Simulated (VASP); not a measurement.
## La: single point with PBE

La:

```
La
1.0
    -1.87250    1.87250    1.87250
     1.87250   -1.87250    1.87250
     1.87250    1.87250   -1.87250
La
1
Cartesian
  0.0000 0.0000 0.0000
```

| Quantity | Value |
| --- | --- |
| Program | VASP 6.6.1 |
| Task | single point |
| Functional | PBE |
| Potentials or basis | VASP PAW PBE potentials, release 64 (La) |
| Cutoff | 520 eV |
| k mesh | 15 × 15 × 15 |
| Occupations | fermi-dirac, width 0.1 eV |
| Spin | no spin polarisation |

| Property | Result |
| --- | --- |
| Pressure | 15.1 GPa |

Levels at points of the mesh, in eV from the Fermi level:
```csv
k point,band 2,band 3,band 4,band 5,band 6,band 7,band 8,band 9,band 10,band 11
"(0.00, 0.00, 0.00)",-14.47,-14.47,-14.47,-2.29,1.86,1.86,1.86,1.87,1.87,1.87
```

It took 29 s on 1 thread of Intel Xeon 6975P-C, with other jobs on the host, peak memory 0.18 GiB.

Caveat: spin-orbit coupling is left out, which moves the levels of the heavy elements.
